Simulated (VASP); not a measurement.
A run of VASP 6.6.1:

Contents of INCAR:

```
PREC = Accurate
ENCUT = 520
EDIFF = 1E-6
ISMEAR = 0
SIGMA = 0.05
LREAL = False
LASPH = True
NELM = 80
ALGO = Normal
ISIF = 2
LWAVE = False
LCHARG = False
NBANDS = 26
```

KPOINTS

```
regular mesh
0
Gamma
  8 6 4
```

POSCAR

```
AlN
1.0
   -1.6378403119      2.8368226349      0.0000000000
    0.0000000000      0.0000000000      4.1006264518
    4.9135209358      2.8368226349      0.0000000000
Al N
4 4
Direct
    0.5757094566      0.7500000000      0.0909572101
    1.0000000000      0.7500000000      0.6666666667
    0.0000000000      0.2500000000      0.3333333333
    0.5000000000      0.2500000000      0.8333333333
    0.5000000000      0.2500000000      0.1666666667
    1.0000000000      0.2500000000      0.6666666667
    0.0000000000      0.7500000000      0.3333333333
    0.5000000000      0.7500000000      0.8333333333
```

Potentials or basis: VASP PAW LDA potentials, release 64 (Al, N).

The run is started by

```console
$ cat potpaw_LDA.64/Al/POTCAR potpaw_LDA.64/N/POTCAR > POTCAR
$ mpirun -np 1 vasp_std > vasp.out
```

Hardware: 1 thread of AMD EPYC 9R45 96-Core Processor (Zen 5) (shared host).

Task: Estimate the wall time of this run.

Result: Run time: 64 s on 1 thread of AMD EPYC 9R45 96-Core Processor (Zen 5) (shared host), peak memory 0.19 GiB. Counts: scf iterations 14, k points 72.
